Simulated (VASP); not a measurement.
# BaZrO3 (Pm-3m) in VASP: vibrations by perturbation theory with PBE

Aim: the vibrations by perturbation theory of BaZrO3 with PBE.

All numbers are computed with VASP 6.6.1; they aren't measurements. Logs are shortened: lines on timing, memory, paths and dates and some standing lists are left out, and cuts for length are marked.

## 1. The cell of the first run

It takes space group Pm-3m (No. 221, cubic). Conventional cell: a = 4.227 Å, b = 4.227 Å, c = 4.227 Å, α = 90.00°, β = 90.00°, γ = 90.00°. Ba (site symmetry m-3m) has 12 O at 2.99 Å and 8 Zr at 3.66 Å within 3.9 Å. Within 2.8 Å of Zr (site symmetry m-3m) lie 6 O at 2.11 Å. Within 2.8 Å of O (site symmetry 4/mmm) lie 2 Zr at 2.11 Å.

## 2. Vibrations by perturbation theory, PBE

The input, INCAR:

```
  ALGO = Normal
  EDIFF = 1E-8
  ENCUT = 520
  GGA = PE
  IBRION = 8
  ISIF = 2
  ISMEAR = 0
  LASPH = T
  LCHARG = T
  LEPSILON = T
  LREAL = F
  LWAVE = F
  NELM = 80
  NSW = 1
  PREC = Accurate
  SIGMA = 0.01
```

The input, KPOINTS:

```
k-points
0
Gamma
  6 6 6
```

The input, POSCAR:

```
BaZrO3
1.0
    4.2272073381      0.0000000000      0.0000000000
    0.0000000000      4.2272073381      0.0000000000
    0.0000000000      0.0000000000      4.2272073381
Ba Zr O
1 1 3
Direct
    0.0000000000      0.0000000000      0.0000000000
    0.5000000000      0.5000000000      0.5000000000
    0.0000000000      0.5000000000      0.5000000000
    0.5000000000      0.0000000000      0.5000000000
    0.5000000000      0.5000000000      0.0000000000
```

Potentials or basis: VASP PAW PBE potentials, release 64 (Ba_sv, Zr_sv, O).

Command:

```console
cat potpaw_PBE.64/Ba_sv/POTCAR potpaw_PBE.64/Zr_sv/POTCAR potpaw_PBE.64/O/POTCAR > POTCAR
mpirun -np 1 vasp_std > vasp.out
```

OUTCAR:

```text
EDIFF = 1E-8
   ENCUT = 520
   GGA = PE
   IBRION = 8
   ISIF = 2
   ISMEAR = 0
   LASPH = T
   LEPSILON = T
   LREAL = F
   NELM = 80
   NSW = 1
   PREC = Accurate

 ion  position               nearest neighbor table
   1  0.000  0.000  0.000-   3 2.99   4 2.99   5 2.99   3 2.99   4 2.99   3 2.99   5 2.99   3 2.99
                             4 2.99   5 2.99   4 2.99   5 2.99   2 3.66   2 3.66   2 3.66   2 3.66
   2  0.500  0.500  0.500-   3 2.11   4 2.11   5 2.11   5 2.11   4 2.11   3 2.11   1 3.66   1 3.66
                             1 3.66   1 3.66   1 3.66   1 3.66   1 3.66   1 3.66
   3  0.000  0.500  0.500-   2 2.11   2 2.11   1 2.99   1 2.99   1 2.99   1 2.99
   4  0.500  0.000  0.500-   2 2.11   2 2.11   1 2.99   1 2.99   1 2.99   1 2.99
   5  0.500  0.500  0.000-   2 2.11   2 2.11   1 2.99   1 2.99   1 2.99   1 2.99

  LATTYP: Found a simple cubic cell.
 ALAT       =     4.2272073381

  Lattice vectors:

 A1 = (   4.2272073381,   0.0000000000,   0.0000000000)
 A2 = (   0.0000000000,   4.2272073381,   0.0000000000)
 A3 = (   0.0000000000,   0.0000000000,   4.2272073381)

Analysis of symmetry for initial positions (statically):
=====================================================================
 Subroutine PRICEL returns:
 Original cell was already a primitive cell.

 Routine SETGRP: Setting up the symmetry group for a
 simple cubic supercell.

 Subroutine GETGRP returns: Found 48 space group operations
 (whereof 48 operations were pure point group operations)
 out of a pool of 48 trial point group operations.

The static configuration has the point symmetry O_h .

Analysis of symmetry for dynamics (positions and initial velocities):
=====================================================================
 Subroutine PRICEL returns:
 Original cell was already a primitive cell.

 Routine SETGRP: Setting up the symmetry group for a
 simple cubic supercell.

 Subroutine GETGRP returns: Found 48 space group operations
 (whereof 48 operations were pure point group operations)
 out of a pool of 48 trial point group operations.

The dynamic configuration has the point symmetry O_h .

 Subroutine INISYM returns: Found 48 space group operations
 (whereof 48 operations are pure point group operations),
 and found     1 'primitive' translations

----------------------------------------------------------------------------------------

                                     Primitive cell

  volume of cell :      75.5372

  direct lattice vectors                    reciprocal lattice vectors
     4.227207338  0.000000000  0.000000000     0.236562799  0.000000000  0.000000000
     0.000000000  4.227207338  0.000000000     0.000000000  0.236562799  0.000000000
     0.000000000  0.000000000  4.227207338     0.000000000  0.000000000  0.236562799

  length of vectors
     4.227207338  4.227207338  4.227207338     0.236562799  0.236562799  0.236562799

  position of ions in fractional coordinates (direct lattice)
     0.000000000  0.000000000  0.000000000
     0.500000000  0.500000000  0.500000000
     0.000000000  0.500000000  0.500000000
     0.500000000  0.000000000  0.500000000
     0.500000000  0.500000000  0.000000000

  ion indices of the primitive-cell ions
[... 751 lines left out ...]
    -0.03970  0.00000  0.00000
     0.00000  0.03663  0.00000
     0.00000  0.00000 -0.00332

 MACROSCOPIC STATIC DIELECTRIC TENSOR (including local field effects in DFT)
 ------------------------------------------------------
           4.882376     0.000000     0.000000
           0.000000     4.882376     0.000000
           0.000000    -0.000000     4.882376
 ------------------------------------------------------

 PIEZOELECTRIC TENSOR (including local field effects)  for field in x, y, z        (e  Angst)
          XX          YY          ZZ          XY          YZ          ZX
  --------------------------------------------------------------------------------
  x     0.00000     0.00000     0.00000     0.00000     0.00000     0.00000
  y     0.00000     0.00000     0.00000     0.00000     0.00000     0.00000
  z     0.00000     0.00000     0.00000     0.00000     0.00000     0.00000

 PIEZOELECTRIC TENSOR (including local field effects)  for field in x, y, z        (C/m^2)
          XX          YY          ZZ          XY          YZ          ZX
  --------------------------------------------------------------------------------
  x     0.00000     0.00000     0.00000     0.00000     0.00000     0.00000
  y     0.00000     0.00000     0.00000     0.00000     0.00000     0.00000
  z     0.00000     0.00000     0.00000     0.00000     0.00000     0.00000

 BORN EFFECTIVE CHARGES (including local field effects) (in |e|, cummulative output)
 ---------------------------------------------------------------------------------
 ion    1
    1     2.73026     0.00000    -0.00000
    2     0.00000     2.73026     0.00000
    3     0.00000     0.00000     2.73026
 ion    2
    1     6.13295    -0.00000     0.00000
    2    -0.00000     6.13295    -0.00000
    3    -0.00000     0.00000     6.13295
 ion    3
    1    -4.86866    -0.00000    -0.00000
    2     0.00000    -1.99728     0.00000
    3     0.00000     0.00000    -1.99728
 ion    4
    1    -1.99728    -0.00000     0.00000
    2    -0.00000    -4.86866    -0.00000
    3     0.00000     0.00000    -1.99728
 ion    5
    1    -1.99728     0.00000     0.00000
    2     0.00000    -1.99728     0.00000
    3    -0.00000    -0.00000    -4.86866

 INTERNAL STRAIN TENSOR FOR ION    5 for displacements in x,y,z  (eV/Angst):
          X           Y           Z          XY          YZ          ZX
  --------------------------------------------------------------------------------
  x     0.00000     0.00000     0.00000     0.00000     0.00000     0.00000
  y     0.00000     0.00000     0.00000     0.00000     0.00000     0.00000
  z     0.00000     0.00000     0.00000     0.00000     0.00000     0.00000

 SECOND DERIVATIVES (NOT SYMMETRIZED)
 ------------------------------------
               1X          1Y          1Z          2X          2Y          2Z          3X          3Y          3Z          4X          4Y          4Z          5X          5Y          5Z
  1X    -3.436886    0.000000   -0.000000    3.273852    0.000000   -0.000000    1.123805    0.000000    0.000000   -0.480385    0.000000    0.000000   -0.480385    0.000000    0.000000
  1Y     0.000000   -3.436886   -0.000000    0.000000    3.273852   -0.000000    0.000000   -0.480385   -0.000000    0.000000    1.123805   -0.000000    0.000000   -0.480385   -0.000000
  1Z    -0.000000   -0.000000   -3.436886   -0.000000   -0.000000    3.273852   -0.000000   -0.000000   -0.480385   -0.000000   -0.000000   -0.480385   -0.000000   -0.000000    1.123805
  2X     3.277780    0.000000   -0.000000   -7.268811   -0.000000    0.000000    3.096814    0.000000    0.000000    0.447108   -0.000000   -0.000000    0.447108    0.000000    0.000000
  2Y    -0.000000    3.277780   -0.000000   -0.000000   -7.268811   -0.000000   -0.000000    0.447108   -0.000000    0.000000    3.096814    0.000000    0.000000    0.447108    0.000000
  2Z     0.000000    0.000000    3.277780   -0.000000    0.000000   -7.268811   -0.000000   -0.000000    0.447108   -0.000000    0.000000    0.447108   -0.000000    0.000000    3.096814
  3X     1.116047   -0.000000    0.000000    3.085700    0.000000    0.000000  -10.898393   -0.000000   -0.000000    3.348323   -0.000000    0.000000    3.348323   -0.000000   -0.000000
  3Y     0.000000   -0.488154    0.000000    0.000000    0.435264    0.000000    0.000000   -2.732042    0.000000    0.000000    3.348981    0.000000    0.000000   -0.564049    0.000000
  3Z     0.000000    0.000000   -0.488154    0.000000    0.000000    0.435264    0.000000    0.000000   -2.732042    0.000000    0.000000   -0.564049    0.000000    0.000000    3.348981
  4X    -0.488154    0.000000    0.000000    0.435264    0.000000    0.000000    3.348981    0.000000    0.000000   -2.732042    0.000000    0.000000   -0.564049    0.000000    0.000000
  4Y     0.000000    1.116047    0.000000    0.000000    3.085700    0.000000   -0.000000    3.348323   -0.000000   -0.000000  -10.898393    0.000000    0.000000    3.348323   -0.000000
  4Z     0.000000    0.000000   -0.488154    0.000000    0.000000    0.435264    0.000000    0.000000   -0.564049    0.000000    0.000000   -2.732042    0.000000    0.000000    3.348981
  5X    -0.488154    0.000000    0.000000    0.435264    0.000000    0.000000    3.348981    0.000000    0.000000   -0.564049    0.000000    0.000000   -2.732042    0.000000    0.000000
  5Y     0.000000   -0.488154    0.000000    0.000000    0.435264    0.000000    0.000000   -0.564049    0.000000    0.000000    3.348981    0.000000    0.000000   -2.732042    0.000000
  5Z     0.000000    0.000000    1.116047    0.000000    0.000000    3.085700   -0.000000   -0.000000    3.348323   -0.000000   -0.000000    3.348323    0.000000    0.000000  -10.898393

 Eigenvectors and eigenvalues of the dynamical matrix
 ----------------------------------------------------

   1 f  =   14.240207 THz    89.473861 2PiTHz  475.002186 cm-1    58.892739 meV
             X         Y         Z           dx          dy          dz
      0.000000  0.000000  0.000000    -0.031300   -0.000582   -0.000000
      2.113604  2.113604  2.113604    -0.086607   -0.001612    0.000000
      0.000000  2.113604  2.113604     0.900033   -0.005599    0.000000
      2.113604  0.000000  2.113604    -0.300926    0.016747   -0.000000
      2.113604  2.113604  0.000000    -0.300926   -0.005599    0.000000
[... 105 lines left out ...]
  15 f/i=    0.016421 THz     0.103176 2PiTHz    0.547744 cm-1     0.067912 meV
             X         Y         Z           dx          dy          dz
      0.000000  0.000000  0.000000     0.010866    0.002090   -0.702181
      2.113604  2.113604  2.113604     0.008887    0.001709   -0.574334
      0.000000  2.113604  2.113604     0.003748    0.000723   -0.243066
      2.113604  0.000000  2.113604     0.003761    0.000721   -0.243066
      2.113604  2.113604  0.000000     0.003761    0.000723   -0.242223

--------------------------------------------------------------------------------------------------------

 MACROSCOPIC STATIC DIELECTRIC TENSOR IONIC CONTRIBUTION
 ------------------------------------------------------
          58.487618    -0.000000     0.000000
          -0.000000    58.487618    -0.000000
           0.000000    -0.000000    58.487618
 ------------------------------------------------------

 ELASTIC MODULI CONTR FROM IONIC RELAXATION (kBar)
 Direction    XX          YY          ZZ          XY          YZ          ZX
 --------------------------------------------------------------------------------
 XX           0.0000      0.0000      0.0000      0.0000      0.0000      0.0000
 YY           0.0000      0.0000      0.0000      0.0000      0.0000      0.0000
 ZZ           0.0000      0.0000      0.0000      0.0000      0.0000      0.0000
 XY           0.0000      0.0000      0.0000      0.0000      0.0000      0.0000
 YZ           0.0000      0.0000      0.0000      0.0000      0.0000      0.0000
 ZX           0.0000      0.0000      0.0000      0.0000      0.0000      0.0000
 --------------------------------------------------------------------------------

 PIEZOELECTRIC TENSOR IONIC CONTR  for field in x, y, z        (C/m^2)
          XX          YY          ZZ          XY          YZ          ZX
  --------------------------------------------------------------------------------
  x     0.00000     0.00000     0.00000     0.00000     0.00000     0.00000
  y     0.00000     0.00000     0.00000     0.00000     0.00000     0.00000
  z     0.00000     0.00000     0.00000     0.00000     0.00000     0.00000
```

It took 16 min on 1 thread of Intel Xeon Platinum 8375C at 2.90GHz (Ice Lake), shared host; peak memory 0.51 GiB.

What came out:

* Electronic dielectric tensor (diagonal): 4.88
* Born charges (mean of the diagonal): Ba +2.73; Zr +6.13; O -2.95 e
* Highest phonon frequency at Γ, LO-TO splitting left out: 475 cm⁻¹

Phonon frequencies in cm⁻¹ (negative: imaginary):
```tsv
q point	frequencies
(0.000, 0.000, 0.000)	-1 -1 -1 100 100 100 185 185 185 192 192 192 475 475 475
```

Electronic dielectric tensor:
```
4.88 0.00 0.00
0.00 4.88 0.00
0.00 0.00 4.88
```

Born effective charge tensors (e):
atom 1, Ba
```
2.73 0.00 0.00
0.00 2.73 0.00
0.00 0.00 2.73
```
atom 2, Zr
```
6.13 0.00 0.00
0.00 6.13 0.00
0.00 0.00 6.13
```
atom 3, O
```
-4.87  0.00  0.00
 0.00 -2.00  0.00
 0.00  0.00 -2.00
```
atom 4, O
```
-2.00  0.00  0.00
 0.00 -4.87  0.00
 0.00  0.00 -2.00
```
atom 5, O
```
-2.00  0.00  0.00
 0.00 -2.00  0.00
 0.00  0.00 -4.87
```

Caveat: spin-orbit coupling is left out, which moves the levels of the heavy elements.
